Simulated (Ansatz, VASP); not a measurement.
GaC3: VASP beside Ansatz

File INCAR:

```
SYSTEM = GaC3
ALGO     = Normal         ! electronic algorithm
EDIFF    = 1E-6           ! SCF threshold, eV
ENCUT    = 600            ! plane-wave cutoff, eV
GGA      = PS             ! functional
GGA_COMPAT= .False.      
ISIF     = 2              ! what is computed and relaxed
ISMEAR   = 1              ! smearing method
LASPH    = .True.         ! aspherical terms in the spheres
LCHARG   = .False.        ! write CHGCAR
LREAL    = .False.        ! projectors in reciprocal space
LWAVE    = .False.        ! write WAVECAR
NBANDS   = 20             ! bands
NELM     = 120            ! most SCF steps
PREC     = Accurate       ! precision mode
SIGMA    = 0.1            ! smearing width, eV
```

File KPOINTS:

```
k-points
0
Gamma
  6 6 6
  0 0 0
```

POSCAR

```
GaC3
1.0
    3.3189480000      0.0000000000      0.0000000000
    0.0000000000      3.3189480000      0.0000000000
    0.0000000000      0.0000000000      3.3189480000
Ga C
1 3
Direct
    0.0000000000      0.0000000000      0.0000000000
    0.0000000000      0.5000000000      0.5000000000
    0.5000000000      0.0000000000      0.5000000000
    0.5100000000      0.5000000000      0.0000000000
```

Input for Ansatz:

```yaml
crystal:
  lattice:
    - [3.318948, 0.0, 0.0]
    - [0.0, 3.318948, 0.0]
    - [0.0, 0.0, 3.318948]
  atoms:
    - { symbol: Ga, position: [0.0, 0.0, 0.0] }
    - { symbol: C, position: [0.0, 0.5, 0.5] }
    - { symbol: C, position: [0.5, 0.0, 0.5] }
    - { symbol: C, position: [0.51, 0.5, 0.0] }
kpoints:
  mp_grid:
    grid: [6, 6, 6]
hamiltonian:
  xc: pbesol
scf:
  occupations:
    method: cold
    width: 0.1
output:
  forces: true
```

Alike in both runs: task single point; functional PBEsol; k mesh 6 × 6 × 6; no spin polarisation.

|  | VASP | Ansatz |
| --- | --- | --- |
| version | VASP 6.6.1 | Ansatz 0.2.0 |
| potentials or method | VASP PAW PBE potentials, release 64 (Ga_d, C) | plane waves, PAW |
| plane-wave cutoff (eV) | 600 | 420 |
| occupations | methfessel-paxton of order 1, width 0.1 eV | cold, width 0.1 eV |
| valence electrons in the cell | 25 | 25 |

|  | VASP | Ansatz | Ansatz less VASP |
| --- | --- | --- | --- |
| gap on the k mesh at the Fermi level (eV) | none | none | - |
| rms of the force components (eV/Å) | 0.062 | 0.061 | -0.0004 |

VASP's potentials were made for PBE, not for PBEsol. Atom by atom the forces differ by 0.001 eV/Å (rms over components). A gap of «none» marks a metal or a gap that the smearing closes.
